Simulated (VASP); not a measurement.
**HfZr4C3: single point with PBE**

Crystal: HfZr4C3.

```
Zr Hf C
1.0
    -3.48063    3.48063    2.63656
     3.48063   -3.48063    2.63656
     3.48063    3.48063   -2.63656
Zr Hf C
4 1 3
Direct
  0.28085 0.28085 0.56171
  0.71915 0.71915 0.43829
  0.28085 0.71915 0.00000
  0.71915 0.28085 0.00000
  0.00000 0.00000 0.00000
  0.75000 0.25000 0.50000
  0.25000 0.75000 0.50000
  0.50000 0.50000 0.00000
```

The cell was built from a structure type or drawn by symmetry, and may not be a known phase.

```yaml
Program: VASP 6.6.1
Task: single point
Functional: PBE
Potentials_or_basis: VASP PAW PBE potentials, release 64 (Zr_sv, Hf_pv, C)
Cutoff: 520 eV
k_mesh: 4 × 4 × 4
Occupations: gaussian, width 0.2 eV
Spin: no spin polarisation
Dipole_correction: no
Further_INCAR_settings: ALGO = Normal; EDIFF = 1e-07; NBANDS = 45
```

```
Pressure               : 0.1 GPa
Largest force          : 0.017 eV/Å
Band gap on the k mesh : zero (bands 35 and 36 overlap by 0.75 eV)
```

Forces on the atoms (eV/Å):
```
Zr  -0.012 -0.012  0.000
Zr   0.012  0.012  0.000
Zr   0.012 -0.012  0.000
Zr  -0.012  0.012  0.000
Hf   0.000  0.000  0.000
C    0.000  0.000  0.000
C    0.000  0.000  0.000
C    0.000  0.000  0.000
```

Stress tensor (GPa, compression positive):
```
 0.22  0.00  0.00
 0.00  0.22  0.00
 0.00  0.00 -0.10
```

Levels at points of the mesh, in eV from the Fermi level:
```
           k point  band 33  band 34  band 35  band 36  band 37  band 38
(0.00, 0.00, 0.00)    -1.02    -0.32     0.00     0.82     0.96     1.09
(0.50, 0.00, 0.00)    -0.45    -0.38    -0.15    -0.12     0.63     0.74
(0.50, 0.50, 0.00)    -0.84    -0.36     0.14     0.15     0.16     0.67
(0.50, 0.50, 0.50)    -0.95    -0.95    -0.95    -0.61    -0.37     2.04
```

Wall time 3.2 min on 1 thread of Intel Xeon 8259CL, on a shared host, peak memory 0.29 GiB.

Caveat: the k points lie up to 0.37 Å⁻¹ apart, too coarse for converged energies and pressures of a metal; spin-orbit coupling is left out, which moves the levels of the heavy elements.
